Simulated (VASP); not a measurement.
Input of a VASP 6.6.1 run:

The input INCAR:

```
SYSTEM = Ag
  ALGO = Normal
  EDIFF = 1E-6
  ENCUT = 520
  GGA = RE
  GGA_COMPAT = .False.
  ISIF = 2
  ISMEAR = -1
  IVDW = 12
  LASPH = .True.
  LCHARG = .False.
  LMAXMIX = 4
  LNONCOLLINEAR = .True.
  LORBIT = 11
  LORBMOM = .True.
  LREAL = .False.
  LSORBIT = .True.
  LWAVE = .False.
  MAGMOM = 0 0 0
  NBANDS = 22
  NELM = 150
  PREC = Accurate
  SIGMA = 0.01
```

The input KPOINTS:

```
k-points
0
Gamma
  8 8 8
  0 0 0
```

Contents of POSCAR:

```
Ag
1.0
    0.0000000000      2.0427500000      2.0427500000
    2.0427500000      0.0000000000      2.0427500000
    2.0427500000      2.0427500000      0.0000000000
Ag
1
Direct
    0.0000000000      0.0000000000      0.0000000000
```

Potentials or basis: VASP PAW PBE potentials, release 64 (Ag).

Command:

```bash
$ cat potpaw_PBE.64/Ag/POTCAR > POTCAR
$ mpirun -np 1 vasp_ncl > vasp.out
```

Question: What does it give for the dispersion energy per atom?

Answer: -1.126 eV.

Question: Predict the pressure.

Answer: -3.0 GPa.

Question: Estimate the net moment.

Answer: 0.00 μB per cell.

Moments on the atoms (μB; x, y, z):
```
Ag  0.00 0.00 0.00
```

Caveat: the PAW data sets were made with another functional, which shifts forces and pressure a little.
